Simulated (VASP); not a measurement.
# Y (Fd-3m) in VASP: a series of runs, part 2 of 2

VASP 6.6.1.

### 3 Relaxation of cell and atoms, PBE

File INCAR:

```
PREC     = Accurate       # precision mode
ENCUT    = 600            # plane-wave cutoff, eV
EDIFF    = 1E-6           # SCF threshold, eV
ISMEAR   = -1             # smearing method
SIGMA    = 0.1            # smearing width, eV
LREAL    = F              # projectors in reciprocal space
LASPH    = T              # aspherical terms in the spheres
NELM     = 80             # most SCF steps
ALGO     = Normal         # electronic algorithm
ISIF     = 3              # what is computed and relaxed
LWAVE    = F              # write WAVECAR
LCHARG   = F              # write CHGCAR
GGA      = PE             # functional
IBRION   = 2              # ionic algorithm
NSW      = 80             # ionic steps
EDIFFG   = -0.01          # ionic threshold
```

File KPOINTS:

```
Automatic mesh
0
Gamma
  8 8 8
```

File POSCAR:

```
Y
1.0
    0.0000000000      3.5454148505      3.5454148505
    3.5454148505      0.0000000000      3.5454148505
    3.5454148505      3.5454148505      0.0000000000
Y
2
Direct
    0.1250000000      0.1250000000      0.1250000000
    0.8750000000      0.8750000000      0.8750000000
```

Potentials or basis: VASP PAW PBE potentials, release 64 (Y_sv).

On the command line:

```sh
$ cat potpaw_PBE.64/Y_sv/POTCAR > POTCAR
$ mpirun -np 1 vasp_std > vasp.out
```

OUTCAR:

```text
PREC = Accurate
   ENCUT = 600
   EDIFF = 1E-6
   ISMEAR = -1
   LREAL = F
   LASPH = T
   NELM = 80
   ISIF = 3
   GGA = PE
   IBRION = 2
   NSW = 80
   EDIFFG = -0.01

 ion  position               nearest neighbor table
   1  0.125  0.125  0.125-   2 3.07   2 3.07   2 3.07   2 3.07
   2  0.875  0.875  0.875-   1 3.07   1 3.07   1 3.07   1 3.07

  LATTYP: Found a face centered cubic cell.
 ALAT       =     7.0908297010

  Lattice vectors:

 A1 = (   0.0000000000,   3.5454148505,   3.5454148505)
 A2 = (   3.5454148505,   0.0000000000,   3.5454148505)
 A3 = (   3.5454148505,   3.5454148505,   0.0000000000)

Analysis of symmetry for initial positions (statically):
=====================================================================
 Subroutine PRICEL returns:
 Original cell was already a primitive cell.

 Routine SETGRP: Setting up the symmetry group for a
 face centered cubic supercell.

 Subroutine GETGRP returns: Found 48 space group operations
 (whereof 12 operations were pure point group operations)
 out of a pool of 48 trial point group operations.

The static configuration has the point symmetry D_3d.
 The point group associated with its full space group is O_h .

Analysis of symmetry for dynamics (positions and initial velocities):
=====================================================================
 Subroutine PRICEL returns:
 Original cell was already a primitive cell.

[... 232 lines left out ...]
  ext. energy  EPLUGINS =         0.00000000
  ---------------------------------------------------
  free energy    TOTEN  =        -8.98016179 eV

  energy without entropy =       -8.83096264  energy(sigma->0) =       -8.90556222

 E-fermi :   1.2537     XC(G=0):  -8.0815

 val. band max:        1.2459727920   @ k =   0.0000   0.0000   0.0000
 cond. band min:       1.2721668265   @ k =  -0.3750   0.3750   0.0000
 fundamental gap:      0.0261940346
 Fermi energy:         1.2536829094

 k-point     1 :       0.0000    0.0000    0.0000
  band No.  band energies     occupation
      1     -42.0828      2.00000
      2     -41.8341      2.00000
      3     -22.2597      2.00000
      4     -22.2597      2.00000
      5     -22.2597      2.00000
      6     -21.7058      2.00000
      7     -21.7058      2.00000
      8     -21.7058      2.00000
      9      -2.3691      2.00000
     10       1.2460      1.03853
     11       1.2460      1.03853
     12       1.6849      0.02646
     13       1.6849      0.02646
     14       1.6849      0.02646
[... 401 lines left out ...]
      2     -41.9153      2.00000
      3     -22.3807      2.00000
      4     -22.3460      2.00000
      5     -22.1432      2.00000
      6     -21.8303      2.00000
      7     -21.6152      2.00000
      8     -21.5845      2.00000
      9      -0.0803      2.00000
     10       0.3800      1.99968
     11       0.8709      1.95740
     12       1.4403      0.26793
     13       1.6345      0.04342
     14       2.0096      0.00104
     15       2.5161      0.00001

 [... further k-points ...]

------------------------ aborting loop because EDIFF is reached ----------------------------------------

  FORCE on cell =-STRESS in cart. coord.  units (eV):
  Direction    XX          YY          ZZ          XY          YZ          ZX
  --------------------------------------------------------------------------------------
  -------------------------------------------------------------------------------------
  Total       -0.0036632     -0.0036632     -0.0036632      0.0000000     -0.0000000     -0.0000000
  in kB       -0.0653315     -0.0653315     -0.0653315      0.0000000     -0.0000000     -0.0000000
  external PRESSURE =      -0.0653315 kB  Pullay stress =       0.0000000 kB
[... 17 lines left out ...]
  FREE ENERGIE OF THE ION-ELECTRON SYSTEM (eV)
  ---------------------------------------------------
  free  energy   TOTEN  =        -8.9801617915 eV

  energy  without entropy=       -8.8309626395  energy(sigma->0) =       -8.90556222

 reached required accuracy - stopping structural energy minimisation
```

OSZICAR:

```text
N       E                     dE             d eps       ncg     rms          rms(c)
DAV:   1     0.100743926192E+03    0.10074E+03   -0.11997E+04   870   0.147E+03
DAV:   2    -0.473942962377E+00   -0.10122E+03   -0.10042E+03  1080   0.304E+02
DAV:   3    -0.899762872195E+01   -0.85237E+01   -0.83109E+01  1733   0.500E+01
[... 24 lines left out ...]
DAV:   3    -0.897963473760E+01    0.13417E-02   -0.13985E-02  1377   0.591E-01    0.145E-01
DAV:   4    -0.897986740093E+01   -0.23266E-03   -0.80723E-04  1105   0.171E-01    0.750E-02
DAV:   5    -0.898010575911E+01   -0.23836E-03   -0.25328E-04  1491   0.791E-02    0.430E-02
DAV:   6    -0.898016136467E+01   -0.55606E-04   -0.11512E-04  1393   0.585E-02    0.719E-03
DAV:   7    -0.898016179146E+01   -0.42679E-06   -0.41795E-06  1063   0.127E-02
   3 F= -.89801618E+01 E0= -.89055622E+01  d E =-.856623E-04
```

Wall time 3.1 min (1 thread of AMD EPYC 7R43 (Zen 3), shared host); peak memory 0.23 GiB.

Results:

* Free energy: -8.9802 eV
* Relaxed volume: 44.92 Å³/atom
* Relaxed cell: a = 5.027 Å, b = 5.027 Å, c = 5.027 Å, α = 60.00°, β = 60.00°, γ = 60.00°
* Space group after relaxing (to 0.1 Å): Fd-3m (No. 227)
* Energy gained by relaxing: 0.0 meV/atom
* Ionic steps: 3
* Pressure after relaxing: 0.0 GPa
* Band gap on the k mesh: zero (bands 11 and 12 overlap by 0.78 eV)

Final structure:
```
Y
1.0
     0.00000    3.55474    3.55474
     3.55474    0.00000    3.55474
     3.55474    3.55474    0.00000
Y
2
Direct
  0.12500 0.12500 0.12500
  0.87500 0.87500 0.87500
```

Levels at points of the mesh, in eV from the Fermi level:
| k point | band 9 | band 10 | band 11 | band 12 | band 13 | band 14 |
| --- | --- | --- | --- | --- | --- | --- |
| (0.00, 0.00, 0.00) | -3.62 | -0.01 | -0.01 | 0.43 | 0.43 | 0.43 |
| (0.50, 0.00, 0.00) | -1.76 | -0.61 | -0.01 | -0.01 | 0.49 | 0.49 |
| (0.50, 0.50, 0.00) | -0.91 | -0.91 | -0.24 | -0.24 | 0.59 | 0.59 |
